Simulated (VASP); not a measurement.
Wanted: the native input for a VASP 6.6.1 run.

- Task: single point
- Functional: PBEsol
- Potentials or basis: VASP PAW PBE potentials, release 64 (Mg, C)
- Cutoff: 600 eV
- k mesh: 4 × 4 × 4
- Occupations: methfessel-paxton, width 0.01 eV
- Spin: no spin polarisation
- Dipole correction: no
- Further INCAR settings: ALGO = Normal; EDIFF = 1e-06; NBANDS = 12

The structure of MgC2 lies in POSCAR:

```
MgC2
1.0
    0.0000000000      2.4092500042      2.4092500042
    2.4092500042      0.0000000000      2.4092500042
    2.4092500042      2.4092500042      0.0000000000
Mg C
1 2
Direct
    0.0000000000      0.0000000000      0.0000000000
    0.2500000000      0.2500000000      0.2500000000
    0.7500000000      0.7500000000      0.7500000000
```

The input as run:

INCAR

```
SYSTEM = MgC2
ALGO = Normal
EDIFF = 1E-6
ENCUT = 600
GGA = PS
GGA_COMPAT = .False.
ISIF = 2
ISMEAR = 1
LASPH = .True.
LCHARG = .False.
LREAL = .False.
LWAVE = .False.
NBANDS = 12
NELM = 120
PREC = Accurate
SIGMA = 0.01
```

KPOINTS

```
k-points
0
Gamma
  4 4 4
  0 0 0
```

Potentials or basis: VASP PAW PBE potentials, release 64 (Mg, C).

Command:

```sh
$ cat potpaw_PBE.64/Mg/POTCAR potpaw_PBE.64/C/POTCAR > POTCAR
$ mpirun -np 1 vasp_std > vasp.out
```

It gave:

```
Pressure               : 20.7 GPa
Band gap on the k mesh : zero (bands 5 and 6 overlap by 0.62 eV)
```

Caveat: the k points lie up to 0.56 Å⁻¹ apart, too coarse for converged energies and pressures of a metal; the PAW data sets were made with another functional, which shifts forces and pressure a little.

It took 7.9 s on 1 thread of Intel(R) Xeon(R) Platinum 8375C CPU @ 2.90GHz (Ice Lake) (shared host), peak memory 0.14 GiB.
